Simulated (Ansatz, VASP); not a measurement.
SnTe2: VASP beside Ansatz

```
CELL_PARAMETERS angstrom
6.95857 0.00000 0.00000
0.00000 6.95857 0.00000
0.00000 0.00000 4.41791
ATOMIC_POSITIONS crystal
Sn 0.00000 0.00000 0.00000
Sn 0.50000 0.50000 0.50000
Te 0.30235 0.30235 0.00000
Te 0.19765 0.80235 0.50000
Te 0.80235 0.19765 0.50000
Te 0.69765 0.69765 0.00000
```

Alike in both runs: task single point; functional HSE06; k mesh 2 × 2 × 4; occupations fermi-dirac, width 0.02 eV; no spin polarisation.

|  | VASP | Ansatz |
| --- | --- | --- |
| version | VASP 6.6.1 | Ansatz 0.2.0 |
| potentials or method | VASP PAW PBE potentials, release 64 (Sn_d, Te) | plane waves, PAW |
| plane-wave cutoff (eV) | 520 | 420 |
| valence electrons in the cell | 52 | 92 |

Ansatz gave:

```
pressure (GPa)                                                : -0.9
traceless stress, the component that is largest in VASP (GPa) : -0.79
rms of the force components (eV/Å)                            : 0.140
```

What did VASP give for the same quantities?

Pressure (GPa): -1.1; traceless stress, the component that is largest in VASP (GPa): -0.81; rms of the force components (eV/Å): 0.145.

Atom by atom the forces differ by 0.005 eV/Å (rms over components). With one functional, cell and mesh, what is left measures potentials, basis and numerics. VASP's potentials hold 52 valence electrons a cell and Ansatz's 92, so a difference there can come from the potentials and not from the codes. Ansatz's warnings: stress exchange threshold loose, stress scf threshold loose.

The k mesh is coarse, so the values compare programs but aren't converged. Neither program's run includes spin-orbit coupling.
